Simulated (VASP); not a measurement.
# SrCl2 (Fm-3m) in VASP: a series of runs

Runs on SrCl2. Level: PBEsol. Tasks: single point.

All numbers are computed with VASP 6.6.1; they aren't measurements. Logs are shortened: lines on timing, memory, paths and dates and some standing lists are left out, and cuts for length are marked.

### Step 1. The cell of the first run

It takes space group Fm-3m (No. 225, cubic). The conventional cell has a = 5.556 Å, b = 5.556 Å, c = 5.556 Å, α = 90.00°, β = 90.00°, γ = 90.00°. Within 3.2 Å of Sr (site symmetry m-3m) lie 8 Cl at 2.41 Å. Cl (site symmetry -43m) has 4 Sr at 2.41 Å and 6 Cl at 2.78 Å within 3.2 Å.

### Step 2. Single point, PBEsol (volume scaled by 0.5)

The input, INCAR:

```
SYSTEM = SrCl2
PREC = Accurate ; ENCUT = 520
EDIFF = 1E-7 ; ISMEAR = -1
SIGMA = 0.03 ; LREAL = .False.
LASPH = .True. ; NELM = 100
ALGO = Normal ; ISIF = 2
LWAVE = .False. ; LCHARG = .True.
GGA = PS ; LELF = .True.
LVHAR = .True. ; NBANDS = 19
```

The input, KPOINTS:

```
Automatic mesh
0
Gamma
  7 7 7
  0 0 0
```

The input, POSCAR:

```
SrCl2
1.0
    0.0000000000      2.7777512909      2.7777512909
    2.7777512909      0.0000000000      2.7777512909
    2.7777512909      2.7777512909      0.0000000000
Sr Cl
1 2
Direct
    0.0000000000      0.0000000000      0.0000000000
    0.7500000000      0.7500000000      0.7500000000
    0.2500000000      0.2500000000      0.2500000000
```

Potentials or basis: VASP PAW PBE potentials, release 64 (Sr_sv, Cl).

Started as:

```console
> cat potpaw_PBE.64/Sr_sv/POTCAR potpaw_PBE.64/Cl/POTCAR > POTCAR
> mpirun -np 1 vasp_std > vasp.out
```

OUTCAR:

```text
SYSTEM = SrCl2
   PREC = Accurate
   ENCUT = 520
   EDIFF = 1E-7
   ISMEAR = -1
   LREAL = .False.
   LASPH = .True.
   NELM = 100
   ISIF = 2
   GGA = PS

 ion  position               nearest neighbor table
   1  0.000  0.000  0.000-   2 2.41   3 2.41   2 2.41   2 2.41   2 2.41   3 2.41   3 2.41   3 2.41

   2  0.750  0.750  0.750-   1 2.41   1 2.41   1 2.41   1 2.41
   3  0.250  0.250  0.250-   1 2.41   1 2.41   1 2.41   1 2.41

  LATTYP: Found a face centered cubic cell.
 ALAT       =     5.5555025818

  Lattice vectors:

 A1 = (   0.0000000000,   2.7777512909,   2.7777512909)
 A2 = (   2.7777512909,   0.0000000000,   2.7777512909)
 A3 = (   2.7777512909,   2.7777512909,   0.0000000000)

Analysis of symmetry for initial positions (statically):
=====================================================================
 Subroutine PRICEL returns:
 Original cell was already a primitive cell.

 Routine SETGRP: Setting up the symmetry group for a
 face centered cubic supercell.

 Subroutine GETGRP returns: Found 48 space group operations
 (whereof 48 operations were pure point group operations)
 out of a pool of 48 trial point group operations.

The static configuration has the point symmetry O_h .

Analysis of symmetry for dynamics (positions and initial velocities):
=====================================================================
 Subroutine PRICEL returns:
 Original cell was already a primitive cell.

 Routine SETGRP: Setting up the symmetry group for a
 face centered cubic supercell.

 Subroutine GETGRP returns: Found 48 space group operations
 (whereof 48 operations were pure point group operations)
 out of a pool of 48 trial point group operations.

The dynamic configuration has the point symmetry O_h .

 Subroutine INISYM returns: Found 48 space group operations
 (whereof 48 operations are pure point group operations),
 and found     1 'primitive' translations

----------------------------------------------------------------------------------------

                                     Primitive cell

  volume of cell :      42.8657

  direct lattice vectors                    reciprocal lattice vectors
     0.000000000  2.777751291  2.777751291    -0.180001716  0.180001716  0.180001716
     2.777751291  0.000000000  2.777751291     0.180001716 -0.180001716  0.180001716
     2.777751291  2.777751291  0.000000000     0.180001716  0.180001716 -0.180001716

  length of vectors
     3.928333548  3.928333548  3.928333548     0.311772118  0.311772118  0.311772118

  position of ions in fractional coordinates (direct lattice)
     0.000000000  0.000000000  0.000000000
     0.750000000  0.750000000  0.750000000
     0.250000000  0.250000000  0.250000000

  ion indices of the primitive-cell ions
   primitive index   ion index
                 1           1
                 2           2
                 3           3

----------------------------------------------------------------------------------------

 KPOINTS: Automatic mesh

Automatic generation of k-mesh.
 Grid dimensions read from file:
 generate k-points for:    7    7    7

 Generating k-lattice:

  Cartesian coordinates                     Fractional coordinates (reciprocal lattice)
    -0.025714531  0.025714531  0.025714531     0.142857143  0.000000000  0.000000000
     0.025714531 -0.025714531  0.025714531     0.000000000  0.142857143  0.000000000
     0.025714531  0.025714531 -0.025714531     0.000000000  0.000000000  0.142857143

  Length of vectors
     0.044538874  0.044538874  0.044538874

  Shift w.r.t. Gamma in fractional coordinates (k-lattice)
     0.000000000  0.000000000  0.000000000

 Subroutine IBZKPT returns following result:
 ===========================================

 Found     20 irreducible k-points:

 Following reciprocal coordinates:
            Coordinates               Weight
  0.000000  0.000000  0.000000      1.000000
  0.142857  0.000000  0.000000      8.000000
  0.285714  0.000000  0.000000      8.000000
  0.428571  0.000000  0.000000      8.000000
  0.142857  0.142857  0.000000      6.000000
  0.285714  0.142857  0.000000     24.000000
[... 12 lines left out ...]
 -0.428571  0.428571  0.142857     24.000000
 -0.285714  0.428571  0.142857     24.000000
   k-points           NKPTS =     20   k-points in BZ     NKDIM =     20   number of bands    NBANDS=     19
   number of dos      NEDOS =    301   number of ions     NIONS =      3
   total plane-waves  NPLWV =  27000
   dimension x,y,z NGX =    30 NGY =   30 NGZ =   30
   dimension x,y,z NGXF=    60 NGYF=   60 NGZF=   60
   ions per type =               1   2
   NGX,Y,Z   is equivalent  to a cutoff of  12.70, 12.70, 12.70 a.u.
   NGXF,Y,Z  is equivalent  to a cutoff of  25.39, 25.39, 25.39 a.u.
 SYSTEM =  SrCl2
   PREC   = accura    normal or accurate (medium, high low for compatibility)
   ISTART =      0    job   : 0-new  1-cont  2-samecut
   ICHARG =      2    charge: 1-file 2-atom 10-const
   ISPIN  =      1    spin polarized calculation?
   LNONCOLLINEAR =      F non collinear calculations
   LSORBIT =      F    spin-orbit coupling
   LASPH  =      T    aspherical Exc in radial PAW
   ENCUT  =  520.0 eV  38.22 Ry    6.18 a.u.   7.30  7.30  7.30*2*pi/ulx,y,z
   NELM   =    100;   NELMIN=  2; NELMDL= -5     # of ELM steps
   EDIFF  = 0.1E-06   stopping-criterion for ELM
   LREAL  =      F    real-space projection
   EDIFFG = 0.1E-05   stopping-criterion for IOM
   NSW    =      0    number of steps for IOM
   IBRION =     -1    ionic relax: 0-MD 1-quasi-New 2-CG
   NFREE  =      0    steps in history (QN), initial steepest desc. (CG)
   ISIF   =      2    stress and relaxation
   ISYM   =      2    0-nonsym 1-usesym 2-fastsym
   POTIM  = 0.5000    time-step for ionic-motion
   TEBEG  =    0.0;   TEEND  =   0.0 temperature during run
   PSTRESS=    0.0 pullay stress
   NELECT =      24.0000    total number of electrons
   NUPDOWN=      -1.0000    fix difference up-down
   EMIN   =  10.00;   EMAX   =-10.00  energy-range for DOS
   EFERMI =   0.00;   METHOD = LEGACY
   ISMEAR =    -1;   SIGMA  =   0.03  broadening in eV -4-tet -1-fermi 0-gaus
   EFERMI_NEDOS =   21; number of points for ismear=-14 and -15
   IALGO  =     38    algorithm
   IMIX   =      4    mixing-type and parameters
     AMIX     =   0.40;   BMIX     =  1.00
     AMIX_MAG =   1.60;   BMIX_MAG =  1.00
  volume/ion in A,a.u.               =      14.29        96.42
  Fermi-wavevector in a.u.,A,eV,Ry     =   1.349300  2.549807 24.770913  1.820611
  Thomas-Fermi vector in A             =   2.476898
   LORBIT       =      0    0 simple, 1 ext, 2 COOP (PROOUT), +10 PAW based schemes
   GGA     = PS    functional components
   LHFCALC =     F    Hartree Fock is set to
   AEXX    =    0.0000 exact exchange contribution
   IVDW    =     0    specifies the selected vdW correction
   LEPSILON=     F    determine dielectric tensor
   LRPA    =     F    only Hartree local field effects (RPA)
 non-spin polarized calculation
  energy-cutoff  :      520.00
  volume of cell :       42.87
 maximum number of plane-waves:      1173
 NGX is ok and might be reduce to    30
   NGX = 15   NGY = 15   NGZ = 15

 number of electron      24.0000002 magnetization

 Free energy of the ion-electron system (eV)
  ---------------------------------------------------
  ext. energy  EPLUGINS =         0.00000000
  ---------------------------------------------------
  free energy    TOTEN  =        -5.93417497 eV

  energy without entropy =       -5.93417497  energy(sigma->0) =       -5.93417497

 E-fermi :   7.5181     XC(G=0): -11.8642

 val. band max:        6.8389403649   @ k =  -0.4286   0.4286   0.0000
 cond. band min:      10.7129532942   @ k =   0.0000   0.0000   0.0000
 fundamental gap:      3.8740129293
 Fermi energy:         7.5181428988

 k-point     1 :       0.0000    0.0000    0.0000
  band No.  band energies     occupation
      1     -25.3977      2.00000
      2      -9.5566      2.00000
      3      -7.8365      2.00000
      4      -7.8365      2.00000
      5      -7.8365      2.00000
      6      -6.4606      2.00000
[... 11 lines left out ...]
     18      17.0455      0.00000
     19      20.3613      0.00000

 k-point     2 :       0.1429    0.0000    0.0000
  band No.  band energies     occupation
      1     -25.3663      2.00000
      2     -10.1489      2.00000
      3      -7.8918      2.00000
      4      -7.8918      2.00000
      5      -7.4074      2.00000
      6      -6.5128      2.00000
[... 11 lines left out ...]
     18      16.7360      0.00000
     19      20.4593      0.00000

 k-point     3 :       0.2857    0.0000    0.0000
  band No.  band energies     occupation
      1     -25.2945      2.00000
      2     -10.9099      2.00000
      3      -8.0100      2.00000
      4      -8.0100      2.00000
      5      -7.9954      2.00000
      6      -5.3518      2.00000
[... 11 lines left out ...]
     18      18.0654      0.00000
     19      20.9947      0.00000

 k-point     4 :       0.4286    0.0000    0.0000
  band No.  band energies     occupation
      1     -25.2355      2.00000
      2     -11.3430      2.00000
      3      -8.5116      2.00000
      4      -8.0993      2.00000
      5      -8.0993      2.00000
      6      -4.2977      2.00000
[... 319 lines left out ...]
     18      18.5689      0.00000
     19      18.6930      0.00000

 k-point    19 :      -0.4286    0.4286    0.1429
  band No.  band energies     occupation
      1     -25.1793      2.00000
      2     -11.3941      2.00000
      3      -9.8652      2.00000
      4      -8.5001      2.00000
      5      -6.4800      2.00000
      6      -4.3830      2.00000
[... 11 lines left out ...]
     18      17.3398      0.00000
     19      19.0914      0.00000

 k-point    20 :      -0.2857    0.4286    0.1429
  band No.  band energies     occupation
      1     -25.1743      2.00000
      2     -10.9916      2.00000
      3     -10.6182      2.00000
      4      -8.4848      2.00000
      5      -5.6392      2.00000
      6      -4.8733      2.00000
[... 11 lines left out ...]
     18      18.3529      0.00000
     19      18.8805      0.00000

------------------------ aborting loop because EDIFF is reached ----------------------------------------

  FORCE on cell =-STRESS in cart. coord.  units (eV):
  Direction    XX          YY          ZZ          XY          YZ          ZX
  --------------------------------------------------------------------------------------
  -------------------------------------------------------------------------------------
  Total       28.3511625     28.3511625     28.3511625      0.0000000     -0.0000000     -0.0000000
  in kB     1059.6718143   1059.6718143   1059.6718143      0.0000000     -0.0000000     -0.0000000
  external PRESSURE =    1059.6718143 kB  Pullay stress =       0.0000000 kB

 VOLUME and BASIS-vectors are now :
 -----------------------------------------------------------------------------
  energy-cutoff  :      520.00
  volume of cell :       42.87
      direct lattice vectors                 reciprocal lattice vectors
     0.000000000  2.777751291  2.777751291    -0.180001716  0.180001716  0.180001716
     2.777751291  0.000000000  2.777751291     0.180001716 -0.180001716  0.180001716
     2.777751291  2.777751291  0.000000000     0.180001716  0.180001716 -0.180001716

 POSITION                                       TOTAL-FORCE (eV/Angst)
 -----------------------------------------------------------------------------------
      0.00000      0.00000      0.00000        -0.000000     -0.000000      0.000000
      4.16663      4.16663      4.16663        -0.000000      0.000000     -0.000000
      1.38888      1.38888      1.38888         0.000000     -0.000000      0.000000
 -----------------------------------------------------------------------------------
    total drift:                                0.000000     -0.000000     -0.000000

  FREE ENERGIE OF THE ION-ELECTRON SYSTEM (eV)
  ---------------------------------------------------
  free  energy   TOTEN  =        -5.9341749653 eV

  energy  without entropy=       -5.9341749653  energy(sigma->0) =       -5.93417497
```

It took 24 s on 1 thread of Intel Xeon Platinum 8375C at 2.90GHz (Ice Lake), shared host; peak memory 0.17 GiB.

Results:

| Quantity | Value |
| --- | --- |
| Free energy | -5.9342 eV |
| Pressure | 106.0 GPa |
| Band gap on the k mesh | 3.87 eV, indirect (least direct gap 4.50 eV) |

Levels at points of the mesh, in eV from the valence-band top:
| k point | band 8 | band 9 | band 10 | band 11 | band 12 | band 13 | band 14 | band 15 | band 16 | band 17 |
| --- | --- | --- | --- | --- | --- | --- | --- | --- | --- | --- |
| (0.00, 0.00, 0.00) | -5.99 | -5.99 | -0.66 | -0.66 | -0.66 | 3.87 | 3.87 | 7.66 | 10.21 | 10.21 |

Caveat: the PAW data sets were made with another functional, which shifts forces and pressure a little. A k mesh can miss the band edges.

(Continued in part 2 of 2.)
